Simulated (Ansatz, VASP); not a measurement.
# HfSi in VASP and in Ansatz

```
CELL_PARAMETERS angstrom
6.82156 0.00000 0.00000
0.00000 3.75954 0.00000
0.00000 0.00000 5.20185
ATOMIC_POSITIONS crystal
Hf 0.67558 0.25000 0.37353
Hf 0.32442 0.75000 0.62647
Hf 0.82442 0.75000 0.87353
Hf 0.17558 0.25000 0.12647
Si 0.54305 0.25000 0.85984
Si 0.45695 0.75000 0.14016
Si 0.95695 0.75000 0.35984
Si 0.04305 0.25000 0.64016
```

Alike in both runs: functional PBEsol; k mesh 6 × 10 × 8; occupations gaussian, width 0.1 eV; no spin polarisation.

Ansatz relaxed the structure, and its values are those at the end. VASP's run is a single point on that final structure, the one shown.

```csv
,VASP,Ansatz
version,VASP 6.6.1,Ansatz 0.2.0
potentials or method,"VASP PAW PBE potentials, release 64 (Hf_pv, Si), cutoff 520 eV","scalar-relativistic, plane waves, PAW"
valence electrons in the cell,56,120
```

```tsv
	VASP	Ansatz	Ansatz less VASP
gap on the k mesh at the Fermi level (eV)	none	none	-
pressure (GPa)	0.1	0.0	-0.07
rms of the force components (eV/Å)	0.004	0.000	-0.0041
```

VASP's potentials were made for PBE, not for PBEsol. A gap of «none» marks a metal or a gap that the smearing closes. VASP's potentials hold 56 valence electrons a cell and Ansatz's 120, so a difference there can come from the potentials and not from the codes.

Neither program's run includes spin-orbit coupling.
